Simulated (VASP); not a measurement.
# MgO (Immm) in VASP: further runs

MgO is run at these levels: PBEsol; tasks: single point.

Program: VASP 6.6.1. These are calculated values, not measurements. Logs are shortened: lines on timing, memory, paths and dates and some standing lists are left out, and cuts for length are marked.

**1. The cell of the first run**

Symmetry: Immm, No. 71, orthorhombic system. Conventional cell: a = 2.869 Å, b = 3.171 Å, c = 4.270 Å, α = 90.00°, β = 90.00°, γ = 90.00°. Mg (site symmetry mmm) has 6 O at 2.14 Å within 2.8 Å. O (site symmetry mmm) has 6 Mg at 2.14 Å within 2.8 Å.

**2. Single point, PBEsol (strain -0.1000 x Voigt [0, 0, 0, 0, 0, 1])**

INCAR

```
SYSTEM = MgO
ALGO = Normal
EDIFF = 1E-6
ENCUT = 520
GGA = PS
ISIF = 2
ISMEAR = 0
LASPH = .TRUE.
LCHARG = .FALSE.
LREAL = .FALSE.
LWAVE = .FALSE.
NBANDS = 11
NELM = 80
PREC = Accurate
SIGMA = 0.05
```

KPOINTS

```
k-points
0
G
  10 10 10
  0 0 0
```

POSCAR

```
MgO
1.0
   -0.1067575000      2.1351500000      2.1351500000
    2.1351500000     -0.1067575000      2.1351500000
    2.0283925000      2.0283925000      0.0000000000
Mg O
1 1
Direct
    0.0000000000      0.0000000000      0.0000000000
    0.5000000000      0.5000000000      0.5000000000
```

Potentials or basis: VASP PAW PBE potentials, release 64 (Mg, O).

Launch:

```console
> cat potpaw_PBE.64/Mg/POTCAR potpaw_PBE.64/O/POTCAR > POTCAR
> mpirun -np 1 vasp_std > vasp.out
```

OUTCAR:

```text
SYSTEM = MgO
   EDIFF = 1E-6
   ENCUT = 520
   GGA = PS
   ISIF = 2
   ISMEAR = 0
   LASPH = .TRUE.
   LREAL = .FALSE.
   NELM = 80
   PREC = Accurate

 ion  position               nearest neighbor table
   1  0.000  0.000  0.000-   2 2.14   2 2.14   2 2.14   2 2.14   2 2.14   2 2.14
   2  0.500  0.500  0.500-   1 2.14   1 2.14   1 2.14   1 2.14   1 2.14   1 2.14

  LATTYP: Found a body centered orthorhombic cell.
 ALAT       =     2.8685801833
 B/A-ratio  =     1.1052631579
 C/A-ratio  =     1.4886458551

  Lattice vectors:

 A1 = (   0.1067575000,  -2.1351500000,  -2.1351500000)
 A2 = (  -0.1067575000,   2.1351500000,  -2.1351500000)
 A3 = (   2.1351500000,  -0.1067575000,   2.1351500000)

Analysis of symmetry for initial positions (statically):
=====================================================================
 Subroutine PRICEL returns:
 Original cell was already a primitive cell.

 Routine SETGRP: Setting up the symmetry group for a
 body centered orthorhombic supercell.

 Subroutine GETGRP returns: Found  8 space group operations
 (whereof  8 operations were pure point group operations)
 out of a pool of  8 trial point group operations.

The static configuration has the point symmetry D_2h.

Analysis of symmetry for dynamics (positions and initial velocities):
=====================================================================
 Subroutine PRICEL returns:
 Original cell was already a primitive cell.

 Routine SETGRP: Setting up the symmetry group for a
 body centered orthorhombic supercell.

 Subroutine GETGRP returns: Found  8 space group operations
 (whereof  8 operations were pure point group operations)
 out of a pool of  8 trial point group operations.

The dynamic configuration has the point symmetry D_2h.

 Subroutine INISYM returns: Found  8 space group operations
 (whereof  8 operations are pure point group operations),
 and found     1 'primitive' translations

----------------------------------------------------------------------------------------

                                     Primitive cell

  volume of cell :      19.4191

  direct lattice vectors                    reciprocal lattice vectors
    -0.106757500  2.135150000  2.135150000    -0.223024367  0.223024367  0.234175585
     2.135150000 -0.106757500  2.135150000     0.223024367 -0.223024367  0.234175585
     2.028392500  2.028392500  0.000000000     0.246500616  0.246500616 -0.234175585

  length of vectors
     3.021444722  3.021444722  2.868580183     0.392833222  0.392833222  0.419956321

  position of ions in fractional coordinates (direct lattice)
     0.000000000  0.000000000  0.000000000
     0.500000000  0.500000000  0.500000000

  ion indices of the primitive-cell ions
   primitive index   ion index
                 1           1
                 2           2

----------------------------------------------------------------------------------------

 KPOINTS: k-points

Automatic generation of k-mesh.
 Grid dimensions read from file:
 generate k-points for:   10   10   10

 Generating k-lattice:

  Cartesian coordinates                     Fractional coordinates (reciprocal lattice)
    -0.022302437  0.022302437  0.023417558     0.100000000 -0.000000000  0.000000000
     0.022302437 -0.022302437  0.023417558    -0.000000000  0.100000000  0.000000000
     0.024650062  0.024650062 -0.023417558     0.000000000  0.000000000  0.100000000

  Length of vectors
     0.039283322  0.039283322  0.041995632

  Shift w.r.t. Gamma in fractional coordinates (k-lattice)
     0.000000000  0.000000000  0.000000000

 Subroutine IBZKPT returns following result:
 ===========================================

 Found    171 irreducible k-points:

 Following reciprocal coordinates:
            Coordinates               Weight
  0.000000  0.000000  0.000000      1.000000
  0.100000 -0.000000  0.000000      4.000000
  0.200000 -0.000000  0.000000      4.000000
  0.300000 -0.000000  0.000000      4.000000
  0.400000  0.000000  0.000000      4.000000
  0.500000 -0.000000  0.000000      2.000000
[... 16 lines left out ...]
  0.300000  0.300000  0.000000      2.000000
  0.400000  0.300000  0.000000      4.000000
 [... further k-points ...]
   k-points           NKPTS =    171   k-points in BZ     NKDIM =    171   number of bands    NBANDS=     11
   number of dos      NEDOS =    301   number of ions     NIONS =      2
   total plane-waves  NPLWV =  13824
   dimension x,y,z NGX =    24 NGY =   24 NGZ =   24
   dimension x,y,z NGXF=    48 NGYF=   48 NGZF=   48
   ions per type =               1   1
   NGX,Y,Z   is equivalent  to a cutoff of  13.21, 13.21, 13.91 a.u.
   NGXF,Y,Z  is equivalent  to a cutoff of  26.41, 26.41, 27.82 a.u.
 SYSTEM =  MgO
   PREC   = accura    normal or accurate (medium, high low for compatibility)
   ISTART =      0    job   : 0-new  1-cont  2-samecut
   ICHARG =      2    charge: 1-file 2-atom 10-const
   ISPIN  =      1    spin polarized calculation?
   LNONCOLLINEAR =      F non collinear calculations
   LSORBIT =      F    spin-orbit coupling
   LASPH  =      T    aspherical Exc in radial PAW
   ENCUT  =  520.0 eV  38.22 Ry    6.18 a.u.   5.62  5.62  5.33*2*pi/ulx,y,z
   NELM   =     80;   NELMIN=  2; NELMDL= -5     # of ELM steps
   EDIFF  = 0.1E-05   stopping-criterion for ELM
   LREAL  =      F    real-space projection
   EDIFFG = 0.1E-04   stopping-criterion for IOM
   NSW    =      0    number of steps for IOM
   IBRION =     -1    ionic relax: 0-MD 1-quasi-New 2-CG
   NFREE  =      0    steps in history (QN), initial steepest desc. (CG)
   ISIF   =      2    stress and relaxation
   ISYM   =      2    0-nonsym 1-usesym 2-fastsym
   POTIM  = 0.5000    time-step for ionic-motion
   TEBEG  =    0.0;   TEEND  =   0.0 temperature during run
   PSTRESS=    0.0 pullay stress
   NELECT =       8.0000    total number of electrons
   NUPDOWN=      -1.0000    fix difference up-down
   EMIN   =  10.00;   EMAX   =-10.00  energy-range for DOS
   EFERMI =   0.00;   METHOD = LEGACY
   ISMEAR =     0;   SIGMA  =   0.05  broadening in eV -4-tet -1-fermi 0-gaus
   EFERMI_NEDOS =   21; number of points for ismear=-14 and -15
   IALGO  =     38    algorithm
   IMIX   =      4    mixing-type and parameters
     AMIX     =   0.40;   BMIX     =  1.00
     AMIX_MAG =   1.60;   BMIX_MAG =  1.00
  volume/ion in A,a.u.               =       9.71        65.52
  Fermi-wavevector in a.u.,A,eV,Ry     =   1.218135  2.301942 20.189048  1.483853
  Thomas-Fermi vector in A             =   2.353432
   LORBIT       =      0    0 simple, 1 ext, 2 COOP (PROOUT), +10 PAW based schemes
   GGA     = PS    functional components
   LHFCALC =     F    Hartree Fock is set to
   AEXX    =    0.0000 exact exchange contribution
   IVDW    =     0    specifies the selected vdW correction
   LEPSILON=     F    determine dielectric tensor
   LRPA    =     F    only Hartree local field effects (RPA)
 non-spin polarized calculation
 Gauss-broadening in eV      SIGMA  =   0.05
  energy-cutoff  :      520.00
  volume of cell :       19.42
 maximum number of plane-waves:       542
   NGX = 11   NGY = 11   NGZ = 11

 number of electron       8.0000000 magnetization

 Free energy of the ion-electron system (eV)
  ---------------------------------------------------
  ext. energy  EPLUGINS =         0.00000000
  ---------------------------------------------------
  free energy    TOTEN  =       -12.41353265 eV

  energy without entropy =      -12.41353265  energy(sigma->0) =      -12.41353265

 E-fermi :   3.5206     XC(G=0): -11.1285

 val. band max:        3.2071826067   @ k =   0.0000   0.0000   0.0000
 cond. band min:       6.9618427076   @ k =   0.0000   0.0000   0.0000
 fundamental gap:      3.7546601009
 Fermi energy:         3.5205887796

 k-point     1 :       0.0000    0.0000    0.0000
  band No.  band energies     occupation
      1     -14.2009      2.00000
      2       2.4690      2.00000
      3       2.7776      2.00000
      4       3.2072      2.00000
      5       6.9618      0.00000
      6      16.8533      0.00000
      7      18.3460      0.00000
      8      19.7196      0.00000
      9      21.7516      0.00000
     10      23.8190      0.00000
     11      23.9874      0.00000

 k-point     2 :       0.1000   -0.0000    0.0000
  band No.  band energies     occupation
      1     -14.1089      2.00000
      2       1.9019      2.00000
      3       2.6428      2.00000
      4       3.1496      2.00000
      5       7.5972      0.00000
      6      16.2245      0.00000
      7      18.2352      0.00000
      8      19.9129      0.00000
      9      22.7033      0.00000
     10      23.5218      0.00000
     11      23.5767      0.00000

 k-point     3 :       0.2000   -0.0000    0.0000
  band No.  band energies     occupation
      1     -13.8561      2.00000
      2       0.6250      2.00000
      3       2.5003      2.00000
      4       3.0028      2.00000
      5       8.8197      0.00000
      6      15.0370      0.00000
      7      18.7064      0.00000
      8      20.2434      0.00000
      9      21.9293      0.00000
     10      23.1556      0.00000
     11      24.6319      0.00000

 k-point     4 :       0.3000   -0.0000    0.0000
  band No.  band energies     occupation
      1     -13.5167      2.00000
      2      -0.6425      2.00000
      3       2.3506      2.00000
      4       2.8288      2.00000
      5       9.8846      0.00000
      6      14.3105      0.00000
      7      19.0808      0.00000
      8      20.2053      0.00000
      9      21.9206      0.00000
     10      23.7841      0.00000
     11      24.1031      0.00000
[... 239 lines left out ...]
 k-point    22 :      -0.2000    0.2000    0.0000
  band No.  band energies     occupation
      1     -13.4348      2.00000
      2      -0.3211      2.00000
      3       1.3485      2.00000
      4       2.8153      2.00000
      5      10.7412      0.00000
      6      14.2643      0.00000
      7      17.6420      0.00000
      8      21.1838      0.00000
      9      22.0753      0.00000
     10      22.7828      0.00000
     11      27.6601      0.00000

 k-point    23 :       0.3000    0.3000    0.0000
  band No.  band energies     occupation
      1     -13.2631      2.00000
      2      -0.3130      2.00000
      3       1.3937      2.00000
      4       2.4561      2.00000
      5      10.8661      0.00000
      6      13.1673      0.00000
      7      16.8185      0.00000
      8      19.1005      0.00000
      9      21.2985      0.00000
     10      26.5762      0.00000
     11      29.1085      0.00000

 k-point    24 :       0.4000    0.3000    0.0000
  band No.  band energies     occupation
      1     -13.0389      2.00000
      2      -0.7610      2.00000
      3       1.1073      2.00000
      4       2.3316      2.00000
      5      11.4835      0.00000
      6      12.9373      0.00000
      7      16.0284      0.00000
      8      19.5765      0.00000
      9      21.4681      0.00000
     10      27.4124      0.00000
     11      28.7255      0.00000

 [... further k-points ...]
[... 5 lines left out ...]
  --------------------------------------------------------------------------------------
  -------------------------------------------------------------------------------------
  Total       -0.6314211     -0.6314211     -0.8751170      1.7054042      0.0000000      0.0000000
  in kB      -52.0956658    -52.0956658    -72.2019025    140.7050995      0.0000000      0.0000000
  external PRESSURE =     -58.7977447 kB  Pullay stress =       0.0000000 kB

 VOLUME and BASIS-vectors are now :
 -----------------------------------------------------------------------------
  energy-cutoff  :      520.00
  volume of cell :       19.42
      direct lattice vectors                 reciprocal lattice vectors
    -0.106757500  2.135150000  2.135150000    -0.223024367  0.223024367  0.234175585
     2.135150000 -0.106757500  2.135150000     0.223024367 -0.223024367  0.234175585
     2.028392500  2.028392500  0.000000000     0.246500616  0.246500616 -0.234175585

 POSITION                                       TOTAL-FORCE (eV/Angst)
 -----------------------------------------------------------------------------------
      0.00000      0.00000      0.00000        -0.000000     -0.000000      0.000000
      2.02839      2.02839      2.13515         0.000000      0.000000      0.000000
 -----------------------------------------------------------------------------------
    total drift:                               -0.000000     -0.000000      0.000000

  FREE ENERGIE OF THE ION-ELECTRON SYSTEM (eV)
  ---------------------------------------------------
  free  energy   TOTEN  =       -12.4135326495 eV

  energy  without entropy=      -12.4135326495  energy(sigma->0) =      -12.41353265
```

It took 32 s on 1 thread of AMD EPYC 7R43 (Zen 3), shared host; peak memory 0.13 GiB.

Results:

| Item | Value |
| --- | --- |
| Free energy | -12.4135 eV |
| Pressure | -5.9 GPa |
| Band gap on the k mesh | 3.75 eV, direct |

Stress tensor (GPa, compression positive):
```
-5.21 14.07  0.00
14.07 -5.21  0.00
 0.00  0.00 -7.22
```

Caveat: the cell differs from its parent crystal (strain -0.1000 x Voigt [0, 0, 0, 0, 0, 1]); the PAW data sets were made with another functional, which shifts forces and pressure a little.

[end of part 1 of 2]
